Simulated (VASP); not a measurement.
SiC:

```xyz
4
Lattice="3.0760 0.0000 0.0000 -1.5380 2.6639 0.0000 0.0000 0.0000 5.0480" Properties=species:S:1:pos:R:3 pbc="T T T"
Si    0.0000    1.7759    0.0000
Si    1.5380    0.8880    2.5240
C     0.0000    1.7759    1.9435
C     1.5380    0.8880    4.4675
```

| Property | Result |
| --- | --- |
| Program | VASP 6.6.1 |
| Task | relaxation of cell and atoms |
| Functional | r2SCAN |
| Potentials or basis | VASP PAW PBE potentials, release 64 (Si, C) |
| Cutoff | 600 eV |
| k mesh | 12 × 12 × 6 |
| Occupations | fermi-dirac, width 0.05 eV |
| Spin | no spin polarisation |

At the start: pressure -0.2 GPa; volume 10.34 Å³/atom.

How do energy, volume and symmetry change on relaxing?

Over 13 steps the energy falls by 9.3 meV/atom and the volume is 10.32 Å³/atom (-0.2 %); space group P6_3mc (No. 186, to 0.05 Å).

The path:
```
step  energy change (eV)  largest force (eV/Å)  pressure (GPa)  volume (Å³)
   1              0.0000                0.7709           -0.17        41.36
   2             -0.0060                0.6954            0.16        41.29
   3             -0.0345                0.0556           -0.26        41.33
   4             -0.0368                0.0158            0.30        41.23
   5             -0.0370                0.0022            0.16        41.25
   6             -0.0370                0.0005            0.17        41.25
   7             -0.0370                0.0017           -0.12        41.31
   8             -0.0370                0.0010           -0.02        41.28
   9             -0.0370                0.0007            0.02        41.28
  10             -0.0370                0.0008            0.02        41.28
  11             -0.0370                0.0009            0.01        41.28
  12             -0.0370                0.0009            0.01        41.28
  13             -0.0370                0.0016           -0.01        41.29
```

Final structure:
```yaml
crystal:
  lattice:
    - [3.07379, 0.00000, 0.00000]
    - [-1.53689, 2.66198, 0.00000]
    - [0.00000, 0.00000, 5.04562]
  atoms:
    - { symbol: Si, position: [0.33333, 0.66667, 0.00461] }
    - { symbol: Si, position: [0.66667, 0.33333, 0.50461] }
    - { symbol: C, position: [0.33333, 0.66667, 0.38039] }
    - { symbol: C, position: [0.66667, 0.33333, 0.88039] }
```

Caveat: the PAW data sets were made with another functional, which shifts forces and pressure a little.
